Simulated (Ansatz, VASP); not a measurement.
## Ir in VASP and in Ansatz

```
Ir
1.0
     0.00000    1.91970    1.89090
     1.91970    0.00000    1.89090
     1.91970    1.91970    0.00000
Ir
1
Direct
  0.00000 0.00000 0.00000
```

Change from the starting cell: strain -0.0150 x Voigt [0, 0, 1, 0, 0, 0], atoms carried along.

Alike in both runs: task single point; functional LDA; k mesh 8 × 8 × 8; occupations gaussian, width 0.15 eV; no spin polarisation.

|  | VASP | Ansatz |
| --- | --- | --- |
| version | VASP 6.6.1 | Ansatz 0.2.0 |
| potentials or method | VASP PAW LDA potentials, release 64 (Ir), cutoff 520 eV | scalar-relativistic, plane waves, PAW |
| valence electrons in the cell | 9 | 17 |

```tsv
	VASP	Ansatz	Ansatz less VASP
gap on the k mesh at the Fermi level (eV)	none	none	-
pressure (GPa)	1.3	-1.2	-2.51
traceless stress, the component that is largest in VASP (GPa)	3.82	3.85	+0.030
```

LDA's correlation is that of Perdew and Zunger in VASP and of Perdew and Wang (1992) in Ansatz. A gap of «none» marks a metal or a gap that the smearing closes. VASP's potentials hold 9 valence electrons a cell and Ansatz's 17, so a difference there can come from the potentials and not from the codes.

Spin-orbit coupling is off throughout.
